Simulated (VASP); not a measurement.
Crystal: TaV.

```
CELL_PARAMETERS angstrom
1.60670 -2.30777 0.00000
1.60670 2.30777 0.00000
0.00000 0.00000 4.34136
ATOMIC_POSITIONS crystal
Ta 0.00000 0.00000 0.00000
V 0.50000 0.50000 0.50000
```

```yaml
Program: VASP 6.6.1
Task: relaxation of cell and atoms
Functional: LDA
Potentials_or_basis: VASP PAW LDA potentials, release 64 (Ta_pv, V_sv)
Cutoff: 600 eV
k_mesh: 7 × 7 × 5
Occupations: fermi-dirac, width 0.05 eV
Spin: collinear spin, ferromagnetic start
Starting_moments: "[0.0, 2.0] μB"
```

At the start: pressure -12.1 GPa; volume 16.10 Å³/atom.

Problem. Where does the relaxation end?

Solution. Over 8 steps the energy falls by 41.1 meV/atom and the volume is 15.07 Å³/atom (-6.4 %); space group Cmmm (No. 65, to 0.1 Å) before and after; moment 0.00 μB per cell.

The path:
```csv
step,energy change (eV),largest force (eV/Å),pressure (GPa),volume (Å³)
1,0.0000,0.0000,-12.05,32.19
2,0.1924,0.0000,29.39,26.88
3,-0.0818,0.0000,-0.31,30.21
4,-0.0819,0.0000,-0.26,30.17
5,-0.0813,0.0000,1.14,29.97
6,-0.0819,0.0000,0.02,30.13
7,-0.0821,0.0000,0.04,30.13
8,-0.0821,0.0000,0.05,30.13
```

Final structure:
```
Ta V
1.0
     1.56578   -2.26611    0.00000
     1.56578    2.26611    0.00000
     0.00000    0.00000    4.24599
Ta V
1 1
Direct
  0.00000 0.00000 0.00000
  0.50000 0.50000 0.50000
```
